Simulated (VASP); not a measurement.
# GaAs (F-43m) in VASP: further runs, part 2 of 3

VASP 6.6.1. The steps go on from the part before.

## Step 4: Relaxation of cell and atoms, r2SCAN, target pressure 2 GPa, at which the enthalpy is minimised

This run uses another cell than the first one, of 22.75 Å³/atom, 0.971 times its volume.

POSCAR reads:

```
GaAs
1.0
    2.8334300943      2.8334300943      0.0000000000
   -2.8334300943      2.8334300943      0.0000000000
    0.0000000000      2.8334300943      2.8334300943
Ga As
1 1
Direct
    0.0000000000      0.0000000000      0.0000000000
    0.7500000000      0.2500000000      0.5000000000
```

INCAR.step1 reads:

```
SYSTEM = GaAs
ALGO = Normal
EDIFF = 1E-4
ENCUT = 600
GGA = PE
ISMEAR = 0
LASPH = .TRUE.
LCHARG = .FALSE.
LREAL = .FALSE.
LWAVE = .TRUE.
NELM = 100
PREC = Accurate
SIGMA = 0.01
```

INCAR.step2 reads:

```
SYSTEM = GaAs
ALGO = Normal
EDIFF = 1E-6
EDIFFG = -0.002
ENCUT = 600
IBRION = 2
ISIF = 3
ISMEAR = 0
ISTART = 1
LASPH = .TRUE.
LCHARG = .FALSE.
LMIXTAU = .TRUE.
LREAL = .FALSE.
LWAVE = .FALSE.
METAGGA = R2SCAN
NELM = 100
NSW = 100
PREC = Accurate
PSTRESS = 20.0
SIGMA = 0.01
```

KPOINTS reads:

```
k-points
0
G
  8 8 8
  0 0 0
```

Potentials or basis: VASP PAW PBE potentials, release 64 (Ga_d, As).

On the command line:

```sh
> cat potpaw_PBE.64/Ga_d/POTCAR potpaw_PBE.64/As/POTCAR > POTCAR
> cp INCAR.step1 INCAR
> mpirun -np 1 vasp_std > vasp.out
> cp INCAR.step2 INCAR
> mpirun -np 1 vasp_std > vasp.out
```

OUTCAR:

```text
SYSTEM = GaAs
   EDIFF = 1E-6
   EDIFFG = -0.002
   ENCUT = 600
   IBRION = 2
   ISIF = 3
   ISMEAR = 0
   ISTART = 1
   LASPH = .TRUE.
   LREAL = .FALSE.
   METAGGA = R2SCAN
   NELM = 100
   NSW = 100
   PREC = Accurate
   PSTRESS = 20.0

 ion  position               nearest neighbor table
   1  0.000  0.000  0.000-   2 2.45   2 2.45   2 2.45   2 2.45
   2  0.750  0.250  0.500-   1 2.45   1 2.45   1 2.45   1 2.45

  LATTYP: Found a face centered cubic cell.
 ALAT       =     5.6668601886

  Lattice vectors:

 A1 = (   0.0000000000,   2.8334300943,   2.8334300943)
 A2 = (   2.8334300943,   0.0000000000,   2.8334300943)
 A3 = (   2.8334300943,   2.8334300943,   0.0000000000)

Analysis of symmetry for initial positions (statically):
=====================================================================
 Subroutine PRICEL returns:
 Original cell was already a primitive cell.

 Routine SETGRP: Setting up the symmetry group for a
 face centered cubic supercell.

 Subroutine GETGRP returns: Found 24 space group operations
 (whereof 24 operations were pure point group operations)
 out of a pool of 48 trial point group operations.

The static configuration has the point symmetry T_d .

Analysis of symmetry for dynamics (positions and initial velocities):
=====================================================================
 Subroutine PRICEL returns:
 Original cell was already a primitive cell.

 Routine SETGRP: Setting up the symmetry group for a
 face centered cubic supercell.

 Subroutine GETGRP returns: Found 24 space group operations
 (whereof 24 operations were pure point group operations)
 out of a pool of 48 trial point group operations.

The dynamic configuration has the point symmetry T_d .

 Subroutine INISYM returns: Found 24 space group operations
 (whereof 24 operations are pure point group operations),
 and found     1 'primitive' translations

----------------------------------------------------------------------------------------

                                     Primitive cell

  volume of cell :      45.4954
[... 120 lines left out ...]
 conjugate gradient relaxation of ions
 non-spin polarized calculation
 Gauss-broadening in eV      SIGMA  =   0.01
  energy-cutoff  :      600.00
  volume of cell :       45.50
 maximum number of plane-waves:      1540
   NGX = 17   NGY = 17   NGZ = 17

--------------------------------------- Ionic step        1  -------------------------------------------

 number of electron      18.0000010 magnetization

 Free energy of the ion-electron system (eV)
  ---------------------------------------------------
  ext. energy  EPLUGINS =         0.00000000
  ---------------------------------------------------
  free energy    TOTEN  =       -27.05408515 eV

  energy without entropy =      -27.05408515  energy(sigma->0) =      -27.05408515

------------------------ aborting loop because EDIFF is reached ----------------------------------------

  FORCE on cell =-STRESS in cart. coord.  units (eV):
  Direction    XX          YY          ZZ          XY          YZ          ZX
  --------------------------------------------------------------------------------------
  -------------------------------------------------------------------------------------
  Total        0.0242198      0.0242198      0.0242198      0.0000000      0.0000000      0.0000000
  in kB        0.8529319      0.8529319      0.8529319      0.0000000      0.0000000      0.0000000
  external PRESSURE =     -19.1470681 kB  Pullay stress =      20.0000000 kB
[... 25 lines left out ...]
--------------------------------------- Ionic step        2  -------------------------------------------

 number of electron      18.0000002 magnetization

 E-fermi :   4.0983     XC(G=0): -10.4129

 val. band max:        3.9936947400   @ k =   0.0000   0.0000   0.0000
 cond. band min:       5.2556990641   @ k =   0.0000   0.0000   0.0000
 fundamental gap:      1.2620043241
 Fermi energy:         4.0983035105

 k-point     1 :       0.0000    0.0000    0.0000
  band No.  band energies     occupation
      1     -11.3041      2.00000
      2     -11.3040      2.00000
      3     -11.3040      2.00000
      4     -11.2048      2.00000
      5     -11.2048      2.00000
      6      -9.4646      2.00000
      7       3.9937      2.00000
      8       3.9937      2.00000
      9       3.9937      2.00000
     10       5.2557      0.00000
     11       8.0405      0.00000
     12       8.0405      0.00000
     13       8.0406      0.00000
[... 481 lines left out ...]
--------------------------------------- Ionic step        5  -------------------------------------------

 number of electron      18.0000007 magnetization

 Free energy of the ion-electron system (eV)
  ---------------------------------------------------
  ext. energy  EPLUGINS =         0.00000000
  ---------------------------------------------------
  free energy    TOTEN  =       -27.04711158 eV

  energy without entropy =      -27.04711158  energy(sigma->0) =      -27.04711158

 E-fermi :   3.9149     XC(G=0): -10.3436

 val. band max:        3.8548012428   @ k =   0.0000   0.0000   0.0000
 cond. band min:       4.9995057107   @ k =   0.0000   0.0000   0.0000
 fundamental gap:      1.1447044679
 Fermi energy:         3.9148878197

 k-point     1 :       0.0000    0.0000    0.0000
  band No.  band energies     occupation
      1     -11.4158      2.00000
      2     -11.4157      2.00000
      3     -11.4157      2.00000
      4     -11.3207      2.00000
      5     -11.3207      2.00000
      6      -9.4937      2.00000
      7       3.8548      2.00000
      8       3.8548      2.00000
      9       3.8548      2.00000
     10       4.9995      0.00000
     11       7.8989      0.00000
     12       7.8989      0.00000
     13       7.8990      0.00000
[... 401 lines left out ...]
  energy  without entropy=      -27.0471115756  energy(sigma->0) =      -27.04711158

  enthalpy is  TOTEN    =       -26.4933884726 eV   P V=        0.5537231030

 reached required accuracy - stopping structural energy minimisation
```

OUTCAR.step1:

```text
SYSTEM = GaAs
   EDIFF = 1E-4
   ENCUT = 600
   GGA = PE
   ISMEAR = 0
   LASPH = .TRUE.
   LREAL = .FALSE.
[... 604 lines left out ...]
      0.00000      0.00000      0.00000        -0.000000      0.000000      0.000000
      1.41672      4.25015      1.41672         0.000000     -0.000000      0.000000
 -----------------------------------------------------------------------------------
    total drift:                               -0.000002     -0.000000      0.000000

  FREE ENERGIE OF THE ION-ELECTRON SYSTEM (eV)
  ---------------------------------------------------
  free  energy   TOTEN  =        -8.2532210258 eV

  energy  without entropy=       -8.2532210258  energy(sigma->0) =       -8.25322103
```

OSZICAR.step1:

```text
N       E                     dE             d eps       ncg     rms          rms(c)
DAV:   1     0.855707458167E+02    0.85571E+02   -0.10016E+04   762   0.209E+03
DAV:   2    -0.155559616405E+01   -0.87126E+02   -0.84089E+02   834   0.348E+02
DAV:   3    -0.829686605446E+01   -0.67413E+01   -0.66934E+01   939   0.796E+01
DAV:   4    -0.841027397690E+01   -0.11341E+00   -0.11336E+00   876   0.113E+01
DAV:   5    -0.841235085520E+01   -0.20769E-02   -0.20768E-02   899   0.128E+00    0.288E+00
DAV:   6    -0.827139177140E+01    0.14096E+00   -0.25748E-01  1186   0.974E+00    0.174E+00
DAV:   7    -0.825193659393E+01    0.19455E-01   -0.74000E-02   991   0.218E+00    0.560E-01
DAV:   8    -0.825275675958E+01   -0.82017E-03   -0.10633E-02   859   0.145E+00    0.105E-01
DAV:   9    -0.825316051069E+01   -0.40375E-03   -0.10946E-03   905   0.459E-01    0.542E-02
DAV:  10    -0.825322102580E+01   -0.60515E-04   -0.65864E-05   622   0.104E-01
   1 F= -.82532210E+01 E0= -.82532210E+01  d E =-.177257E-48
```

Run time: 85 s. Hardware: 1 thread of Intel Xeon 6975P-C (Granite Rapids), shared host; peak memory 0.21 GiB.

Results:

| Quantity | Value |
| --- | --- |
| Free energy | -27.0471 eV |
| Relaxed volume | 22.18 Å³/atom |
| Relaxed cell | a = 3.973 Å, b = 3.973 Å, c = 3.973 Å, α = 60.00°, β = 60.00°, γ = 90.00° |
| Space group after relaxing (to 0.05 Å) | F-43m (No. 216) |
| Energy change on relaxing (the enthalpy is what falls) | +3.5 meV/atom |
| Ionic steps | 5 |
| Pressure after relaxing | 2.0 GPa |
| Band gap on the k mesh | 1.14 eV, direct |

Step by step:
```tsv
step	energy change (eV)	largest force (eV/Å)	pressure (GPa)	volume (Å³)
1	0.0000	0.0000	0.09	45.50
2	0.0170	0.0000	3.18	43.73
3	0.0073	0.0000	2.02	44.34
4	0.0070	0.0000	1.98	44.36
5	0.0070	0.0000	2.00	44.36
```

Final structure:
```cif
data_structure
_symmetry_space_group_name_H-M 'P 1'
_symmetry_Int_Tables_number 1
_cell_length_a 3.9734
_cell_length_b 3.9734
_cell_length_c 3.9734
_cell_angle_alpha 60.000
_cell_angle_beta 60.000
_cell_angle_gamma 90.000
_cell_volume 44.36
loop_
_atom_site_label
_atom_site_type_symbol
_atom_site_fract_x
_atom_site_fract_y
_atom_site_fract_z
_atom_site_occupancy
Ga1 Ga 0.00000 0.00000 0.00000 1
As1 As 0.75000 0.25000 0.50000 1
```

Caveat: the cell is relaxed towards a set pressure, so the enthalpy falls and the energy may rise; the PAW data sets were made with another functional, which shifts forces and pressure a little.

## Step 5: Relaxation of cell and atoms, r2SCAN, target pressure 4 GPa, at which the enthalpy is minimised

This run uses another cell than the first one, of 22.75 Å³/atom, 0.971 times its volume.

POSCAR is that of step 4.

INCAR.step1 reads:

```
SYSTEM = GaAs
ALGO = Normal ; EDIFF = 1E-4
ENCUT = 600 ; GGA = PE
ISMEAR = 0 ; LASPH = .True.
LCHARG = .False. ; LREAL = .False.
LWAVE = .True. ; NELM = 80
PREC = Accurate ; SIGMA = 0.01
```

INCAR.step2 reads:

```
SYSTEM = GaAs
ALGO = Normal ; EDIFF = 1E-7
EDIFFG = -0.002 ; ENCUT = 600
IBRION = 2 ; ISIF = 3
ISMEAR = 0 ; ISTART = 1
LASPH = .True. ; LCHARG = .False.
LMIXTAU = .True. ; LREAL = .False.
LWAVE = .False. ; METAGGA = R2SCAN
NELM = 80 ; NSW = 100
PREC = Accurate ; PSTRESS = 40.0
SIGMA = 0.01
```

KPOINTS reads:

```
k-points
0
Gamma
  8 8 8
  0 0 0
```

On the command line:

```sh
> cat potpaw_PBE.64/Ga_d/POTCAR potpaw_PBE.64/As/POTCAR > POTCAR
> cp INCAR.step1 INCAR
> mpirun -np 1 vasp_std > vasp.out
> cp INCAR.step2 INCAR
> mpirun -np 1 vasp_std > vasp.out
```

Wall time 3.6 min (1 thread of Intel Xeon 6975P-C (Granite Rapids), shared host); peak memory 0.21 GiB.

It converged, with:

| Property | Result |
| --- | --- |
| Free energy | -27.0283 eV |
| Relaxed volume | 21.67 Å³/atom |
| Relaxed cell | a = 3.943 Å, b = 3.943 Å, c = 3.943 Å, α = 60.00°, β = 60.00°, γ = 90.00° |
| Space group after relaxing (to 0.05 Å) | F-43m (No. 216) |
| Energy change on relaxing (the enthalpy is what falls) | +12.9 meV/atom |
| Ionic steps | 18 |
| Pressure after relaxing | 4.0 GPa |
| Band gap on the k mesh | 1.34 eV, direct |

The path:
| step | energy change (eV) | largest force (eV/Å) | pressure (GPa) | volume (Å³) |
| --- | --- | --- | --- | --- |
| 1 | 0.0000 | 0.0000 | 0.06 | 45.50 |
| 2 | 0.0752 | 0.0000 | 7.25 | 41.91 |
| 3 | 0.0262 | 0.0000 | 4.03 | 43.32 |
| 4 | 0.0251 | 0.0000 | 3.93 | 43.36 |
| 5 | 0.0251 | 0.0000 | 3.93 | 43.36 |
| 6 | 0.0252 | 0.0000 | 3.92 | 43.36 |
| 7 | 0.0252 | 0.0000 | 3.95 | 43.36 |
| 8 | 0.0252 | 0.0000 | 3.94 | 43.36 |
| 9 | 0.0252 | 0.0000 | 3.94 | 43.36 |
| 10 | 0.0252 | 0.0000 | 3.94 | 43.36 |
| 11 | 0.0252 | 0.0000 | 3.94 | 43.36 |
| 12 | 0.0252 | 0.0000 | 3.94 | 43.36 |
| 13 | 0.0253 | 0.0000 | 3.94 | 43.36 |
| 14 | 0.0253 | 0.0000 | 3.98 | 43.35 |
| 15 | 0.0254 | 0.0000 | 3.95 | 43.35 |
| 16 | 0.0254 | 0.0000 | 3.95 | 43.35 |
| 17 | 0.0255 | 0.0000 | 3.97 | 43.35 |
| 18 | 0.0258 | 0.0000 | 4.00 | 43.34 |

Final structure:
```yaml
crystal:
  lattice:
    - [2.78788, 2.78788, 0.00000]
    - [-2.78788, 2.78788, 0.00000]
    - [0.00000, 2.78788, 2.78788]
  atoms:
    - { symbol: Ga, position: [0.00000, 0.00000, 0.00000] }
    - { symbol: As, position: [0.75000, 0.25000, 0.50000] }
```

Levels at points of the mesh, in eV from the valence-band top:
```csv
k point,band 6,band 7,band 8,band 9,band 10,band 11,band 12,band 13
"(0.00, 0.00, 0.00)",-13.53,0.00,0.00,0.00,1.34,4.05,4.05,4.05
"(0.50, 0.00, 0.00)",-11.54,-7.06,-1.25,-1.25,1.49,5.00,5.00,8.34
"(0.50, 0.50, 0.00)",-10.71,-7.20,-2.93,-2.93,1.68,1.93,11.21,11.21
```

Caveat: the cell is relaxed towards a set pressure, so the enthalpy falls and the energy may rise; the PAW data sets were made with another functional, which shifts forces and pressure a little. r2SCAN opens gaps a little over a GGA but as a rule still falls short of measured ones.

[end of part 2 of 3]
